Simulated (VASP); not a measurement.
# LiNbO3 (R3c) in VASP: single point with r2SCAN

Aim: the single point of LiNbO3 with r2SCAN.

Program: VASP 6.6.1. These are calculated values, not measurements. Logs are shortened: lines on timing, memory, paths and dates and some standing lists are left out, and cuts for length are marked.

## Step 1: The cell of the first run

The structure is trigonal, space group R3c (No. 161). Conventional cell: a = 5.185 Å, b = 5.185 Å, c = 13.688 Å, α = 90.00°, β = 90.00°, γ = 120.00°. Within 2.7 Å of Li (site symmetry 3) lie 6 O at 2.00 to 2.43 Å. Within 2.5 Å of Nb (site symmetry 3) lie 6 O at 1.89 to 2.11 Å. Within 2.5 Å of O (site symmetry 1) lie 2 Nb at 1.89 to 2.11 Å and 2 Li at 2.00 to 2.43 Å.

## Step 2: Single point, r2SCAN

POSCAR reads:

```
LiNbO3
1.0
    2.5923872641      1.4967154848      4.5628211618
   -2.5923872641      1.4967154848      4.5628211618
    0.0000000000     -2.9934309695      4.5628211619
Li Nb O
2 2 6
Direct
    0.2274052503      0.2274106507      0.2274089527
    0.7274105234      0.7274051230      0.7274088254
   -0.0062357870     -0.0062373300     -0.0062378947
    0.4937616648      0.4937643650      0.4937630149
    0.1333964367      0.3816228529      0.7669665241
    0.7669672806      0.1333968173      0.3816225925
    0.3816222688      0.7669667017      0.1333970624
    0.8816239720      0.6333967843      0.2669662451
    0.2669658693      0.8816232633      0.6333976496
    0.6333982010      0.2669660660      0.8816225152
```

INCAR.step1 reads:

```
PREC     = Accurate       # precision mode
ENCUT    = 520            # plane-wave cutoff, eV
ISMEAR   = 0              # smearing method
SIGMA    = 0.05           # smearing width, eV
LREAL    = False          # projectors in reciprocal space
LASPH    = True           # aspherical terms in the spheres
NELM     = 100            # most SCF steps
NBANDS   = 45             # bands
GGA      = PE             # functional
ALGO     = Normal         # electronic algorithm
EDIFF    = 1E-4           # SCF threshold, eV
LWAVE    = True           # write WAVECAR
LCHARG   = False          # write CHGCAR
```

INCAR.step2 reads:

```
PREC     = Accurate       # precision mode
ENCUT    = 520            # plane-wave cutoff, eV
EDIFF    = 1E-7           # SCF threshold, eV
ISMEAR   = 0              # smearing method
SIGMA    = 0.05           # smearing width, eV
LREAL    = False          # projectors in reciprocal space
LASPH    = True           # aspherical terms in the spheres
NELM     = 100            # most SCF steps
ALGO     = Normal         # electronic algorithm
ISIF     = 2              # what is computed and relaxed
LWAVE    = False          # write WAVECAR
LCHARG   = False          # write CHGCAR
METAGGA  = R2SCAN         # meta-GGA
LMIXTAU  = True         
NBANDS   = 45             # bands
ISTART   = 1
```

KPOINTS reads:

```
regular mesh
0
Gamma
  6 6 6
```

Potentials or basis: VASP PAW PBE potentials, release 64 (Li_sv, Nb_sv, O).

The run is started by

```bash
$ cat potpaw_PBE.64/Li_sv/POTCAR potpaw_PBE.64/Nb_sv/POTCAR potpaw_PBE.64/O/POTCAR > POTCAR
$ cp INCAR.step1 INCAR
$ mpirun -np 1 vasp_std > vasp.out
$ cp INCAR.step2 INCAR
$ mpirun -np 1 vasp_std > vasp.out
```

OUTCAR:

```text
PREC = Accurate
   ENCUT = 520
   EDIFF = 1E-7
   ISMEAR = 0
   LREAL = False
   LASPH = True
   NELM = 100
   ISIF = 2
   METAGGA = R2SCAN
   ISTART = 1

 ion  position               nearest neighbor table
   1  0.227  0.227  0.227-   8 2.00   9 2.00  10 2.00
   2  0.727  0.727  0.727-   5 2.00   7 2.00   6 2.00
   3  0.994  0.994  0.994-   9 1.89  10 1.89   8 1.89   7 2.11   5 2.11   6 2.11
   4  0.494  0.494  0.494-   7 1.89   5 1.89   6 1.89   9 2.11  10 2.11   8 2.11
   5  0.133  0.382  0.767-   4 1.89   2 2.00   3 2.11
   6  0.767  0.133  0.382-   4 1.89   2 2.00   3 2.11
   7  0.382  0.767  0.133-   4 1.89   2 2.00   3 2.11
   8  0.882  0.633  0.267-   3 1.89   1 2.00   4 2.11
   9  0.267  0.882  0.633-   3 1.89   1 2.00   4 2.11
  10  0.633  0.267  0.882-   3 1.89   1 2.00   4 2.11

  LATTYP: Found a trigonal (rhomboedric) cell.
 ALAT       =     5.4571023377
 COS(alpha) =     0.5486581990

  Lattice vectors:

 A1 = (   2.5923872641,   1.4967154848,   4.5628211618)
 A2 = (  -2.5923872641,   1.4967154848,   4.5628211618)
 A3 = (   0.0000000000,  -2.9934309695,   4.5628211619)

Analysis of symmetry for initial positions (statically):
=====================================================================
 Subroutine PRICEL returns:
 Original cell was already a primitive cell.

 Routine SETGRP: Setting up the symmetry group for a
 trigonal (rhombohedral) supercell.

 Subroutine GETGRP returns: Found  2 space group operations
 (whereof  1 operations were pure point group operations)
 out of a pool of 12 trial point group operations.

The static configuration has the point symmetry C_1 .
 The point group associated with its full space group is C_1h.

Analysis of symmetry for dynamics (positions and initial velocities):
=====================================================================
 Subroutine PRICEL returns:
 Original cell was already a primitive cell.

 Routine SETGRP: Setting up the symmetry group for a
 trigonal (rhombohedral) supercell.

 Subroutine GETGRP returns: Found  2 space group operations
 (whereof  1 operations were pure point group operations)
 out of a pool of 12 trial point group operations.

The dynamic configuration has the point symmetry C_1 .
 The point group associated with its full space group is C_1h.

 Subroutine INISYM returns: Found  2 space group operations
 (whereof  1 operations are pure point group operations),
 and found     1 'primitive' translations

----------------------------------------------------------------------------------------

                                     Primitive cell

  volume of cell :     106.2243

  direct lattice vectors                    reciprocal lattice vectors
     2.592387264  1.496715485  4.562821162     0.192872418  0.111354942  0.073054218
    -2.592387264  1.496715485  4.562821162    -0.192872418  0.111354942  0.073054218
     0.000000000 -2.993430969  4.562821162     0.000000000 -0.222709885  0.073054218

  length of vectors
     5.457102338  5.457102338  5.457102338     0.234385605  0.234385605  0.234385605

  position of ions in fractional coordinates (direct lattice)
     0.227405250  0.227410651  0.227408953
     0.727410523  0.727405123  0.727408825
     0.993764213  0.993762670  0.993762105
     0.493761665  0.493764365  0.493763015
     0.133396437  0.381622853  0.766966524
     0.766967281  0.133396817  0.381622593
     0.381622269  0.766966702  0.133397062
     0.881623972  0.633396784  0.266966245
     0.266965869  0.881623263  0.633397650
     0.633398201  0.266966066  0.881622515

  ion indices of the primitive-cell ions
   primitive index   ion index
                 1           1
                 2           2
                 3           3
                 4           4
                 5           5
                 6           6
                 7           7
                 8           8
                 9           9
                10          10

----------------------------------------------------------------------------------------

 KPOINTS: regular mesh

Automatic generation of k-mesh.
 Grid dimensions read from file:
 generate k-points for:    6    6    6

 Generating k-lattice:

  Cartesian coordinates                     Fractional coordinates (reciprocal lattice)
     0.032145403  0.018559157  0.012175703     0.166666667 -0.000000000 -0.000000000
    -0.032145403  0.018559157  0.012175703    -0.000000000  0.166666667 -0.000000000
     0.000000000 -0.037118314  0.012175703     0.000000000  0.000000000  0.166666667

  Length of vectors
     0.039064267  0.039064267  0.039064267

  Shift w.r.t. Gamma in fractional coordinates (k-lattice)
     0.000000000  0.000000000  0.000000000

 Subroutine IBZKPT returns following result:
 ===========================================

 Found     68 irreducible k-points:

 Following reciprocal coordinates:
            Coordinates               Weight
  0.000000  0.000000  0.000000      1.000000
  0.166667 -0.000000 -0.000000      4.000000
 -0.000000 -0.000000  0.166667      2.000000
  0.333333 -0.000000 -0.000000      4.000000
  0.000000  0.000000  0.333333      2.000000
  0.500000 -0.000000 -0.000000      2.000000
[... 16 lines left out ...]
  0.500000  0.333333 -0.000000      4.000000
  0.500000 -0.000000 -0.333333      4.000000
 [... further k-points ...]
   k-points           NKPTS =     68   k-points in BZ     NKDIM =     68   number of bands    NBANDS=     45
   number of dos      NEDOS =    301   number of ions     NIONS =     10
   total plane-waves  NPLWV =  74088
   dimension x,y,z NGX =    42 NGY =   42 NGZ =   42
   dimension x,y,z NGXF=    84 NGYF=   84 NGZF=   84
   ions per type =               2   2   6
   NGX,Y,Z   is equivalent  to a cutoff of  12.79, 12.79, 12.79 a.u.
   NGXF,Y,Z  is equivalent  to a cutoff of  25.59, 25.59, 25.59 a.u.
 SYSTEM =  unknown system
   PREC   = accura    normal or accurate (medium, high low for compatibility)
   ISTART =      1    job   : 0-new  1-cont  2-samecut
   ICHARG =      0    charge: 1-file 2-atom 10-const
   ISPIN  =      1    spin polarized calculation?
   LNONCOLLINEAR =      F non collinear calculations
   LSORBIT =      F    spin-orbit coupling
   LASPH  =      T    aspherical Exc in radial PAW
   ENCUT  =  520.0 eV  38.22 Ry    6.18 a.u.  10.15 10.15 10.15*2*pi/ulx,y,z
   NELM   =    100;   NELMIN=  2; NELMDL=  0     # of ELM steps
   EDIFF  = 0.1E-06   stopping-criterion for ELM
   LREAL  =      F    real-space projection
   EDIFFG = 0.1E-05   stopping-criterion for IOM
   NSW    =      0    number of steps for IOM
   IBRION =     -1    ionic relax: 0-MD 1-quasi-New 2-CG
   NFREE  =      0    steps in history (QN), initial steepest desc. (CG)
   ISIF   =      2    stress and relaxation
   ISYM   =      2    0-nonsym 1-usesym 2-fastsym
   POTIM  = 0.5000    time-step for ionic-motion
   TEBEG  =    0.0;   TEEND  =   0.0 temperature during run
   PSTRESS=    0.0 pullay stress
   NELECT =      68.0000    total number of electrons
   NUPDOWN=      -1.0000    fix difference up-down
   EMIN   =  10.00;   EMAX   =-10.00  energy-range for DOS
   EFERMI =   0.00;   METHOD = LEGACY
   ISMEAR =     0;   SIGMA  =   0.05  broadening in eV -4-tet -1-fermi 0-gaus
   EFERMI_NEDOS =   21; number of points for ismear=-14 and -15
   IALGO  =     38    algorithm
   IMIX   =      4    mixing-type and parameters
     AMIX     =   0.40;   BMIX     =  1.00
     AMIX_MAG =   1.60;   BMIX_MAG =  1.00
  volume/ion in A,a.u.               =      10.62        71.68
  Fermi-wavevector in a.u.,A,eV,Ry     =   1.410923  2.666257 27.085153  1.990703
  Thomas-Fermi vector in A             =   2.532827
   LORBIT       =      0    0 simple, 1 ext, 2 COOP (PROOUT), +10 PAW based schemes
   METAGGA = R2SCAN    functional components
   LHFCALC =     F    Hartree Fock is set to
   AEXX    =    0.0000 exact exchange contribution
   IVDW    =     0    specifies the selected vdW correction
   LEPSILON=     F    determine dielectric tensor
   LRPA    =     F    only Hartree local field effects (RPA)
 non-spin polarized calculation
 Gauss-broadening in eV      SIGMA  =   0.05
  energy-cutoff  :      520.00
  volume of cell :      106.22
 maximum number of plane-waves:      2908
 NGX is ok and might be reduce to    42
   NGX = 21   NGY = 21   NGZ = 21

 number of electron      67.9999992 magnetization

 Free energy of the ion-electron system (eV)
  ---------------------------------------------------
  ext. energy  EPLUGINS =         0.00000000
  ---------------------------------------------------
  free energy    TOTEN  =      -118.55117458 eV

  energy without entropy =     -118.55117458  energy(sigma->0) =     -118.55117458

 E-fermi :   3.5570     XC(G=0): -11.4866

 val. band max:        3.2190301474   @ k =   0.1667   0.1667   0.1667
 cond. band min:       7.0441759891   @ k =   0.0000   0.0000   0.0000
 fundamental gap:      3.8251458417
 Fermi energy:         3.5570221768

 k-point     1 :       0.0000    0.0000    0.0000
  band No.  band energies     occupation
      1     -52.6865      2.00000
      2     -52.6693      2.00000
      3     -40.7128      2.00000
      4     -40.7107      2.00000
      5     -28.2623      2.00000
      6     -28.2622      2.00000
[... 37 lines left out ...]
     44      14.0802      0.00000
     45      14.0815      0.00000

 k-point     2 :       0.1667   -0.0000   -0.0000
  band No.  band energies     occupation
      1     -52.6853      2.00000
      2     -52.6704      2.00000
      3     -40.7127      2.00000
      4     -40.7108      2.00000
      5     -28.2517      2.00000
      6     -28.2504      2.00000
[... 1048 lines left out ...]
 k-point    24 :       0.5000   -0.0000   -0.3333
  band No.  band energies     occupation
      1     -52.6803      2.00000
      2     -52.6753      2.00000
      3     -40.7122      2.00000
      4     -40.7115      2.00000
      5     -28.2612      2.00000
      6     -28.2516      2.00000
[... 37 lines left out ...]
     44      13.8226      0.00000
     45      14.1076      0.00000

 [... further k-points ...]

------------------------ aborting loop because EDIFF is reached ----------------------------------------

  FORCE on cell =-STRESS in cart. coord.  units (eV):
  Direction    XX          YY          ZZ          XY          YZ          ZX
  --------------------------------------------------------------------------------------
  -------------------------------------------------------------------------------------
  Total       -0.3151616     -0.3149570      1.0995167      0.0000000     -0.0000927      0.0000000
  in kB       -4.7535714     -4.7504857     16.5839735      0.0000000     -0.0013983      0.0000000
  external PRESSURE =       2.3599721 kB  Pullay stress =       0.0000000 kB

 VOLUME and BASIS-vectors are now :
 -----------------------------------------------------------------------------
  energy-cutoff  :      520.00
  volume of cell :      106.22
      direct lattice vectors                 reciprocal lattice vectors
     2.592387264  1.496715485  4.562821162     0.192872418  0.111354942  0.073054218
    -2.592387264  1.496715485  4.562821162    -0.192872418  0.111354942  0.073054218
     0.000000000 -2.993430969  4.562821162     0.000000000 -0.222709885  0.073054218

 POSITION                                       TOTAL-FORCE (eV/Angst)
 -----------------------------------------------------------------------------------
     -0.00001     -0.00000      3.11287         0.000143      0.000037     -0.288241
      0.00001     -0.00000      9.95710        -0.000143      0.000037     -0.288241
      0.00000      0.00000     13.60309        -0.000212     -0.000094      0.018595
     -0.00001      0.00000      6.75886         0.000212     -0.000094      0.018595
     -0.64350     -1.52502      5.84947        -0.024834     -0.026653      0.089893
      1.64246      0.20523      5.84948         0.035487     -0.008225      0.089899
     -0.99896      1.31980      5.84947        -0.010679      0.034936      0.089853
      0.64350      1.46841      8.13089         0.024834     -0.026653      0.089893
     -1.59343     -0.17692      8.13089         0.010679      0.034936      0.089853
      0.94993     -1.29149      8.13089        -0.035487     -0.008225      0.089899
 -----------------------------------------------------------------------------------
    total drift:                               -0.005670      0.000041     -0.089949

  FREE ENERGIE OF THE ION-ELECTRON SYSTEM (eV)
  ---------------------------------------------------
  free  energy   TOTEN  =      -118.5511745806 eV

  energy  without entropy=     -118.5511745806  energy(sigma->0) =     -118.55117458
```

Wall time 16 min (1 thread of Intel Xeon 6975P-C (Granite Rapids), shared host); peak memory 0.46 GiB.

Results:

```yaml
Free_energy: -118.5512 eV
Largest_force: 0.288 eV/Å
Band_gap_on_the_k_mesh: 3.83 eV (least direct gap 3.85 eV)
```

Forces in eV/Å, atoms in the order of the input:
```
Li   0.000  0.000 -0.288
Li   0.000  0.000 -0.288
Nb   0.000  0.000  0.019
Nb   0.000  0.000  0.019
O   -0.025 -0.027  0.090
O    0.035 -0.008  0.090
O   -0.011  0.035  0.090
O    0.025 -0.027  0.090
O    0.011  0.035  0.090
O   -0.035 -0.008  0.090
```

Caveat: the cutoff is under 1.25 times the usual one of these potentials, so pressure, stress and relaxed cells hold a basis-set (Pulay) error; the PAW data sets were made with another functional, which shifts forces and pressure a little.
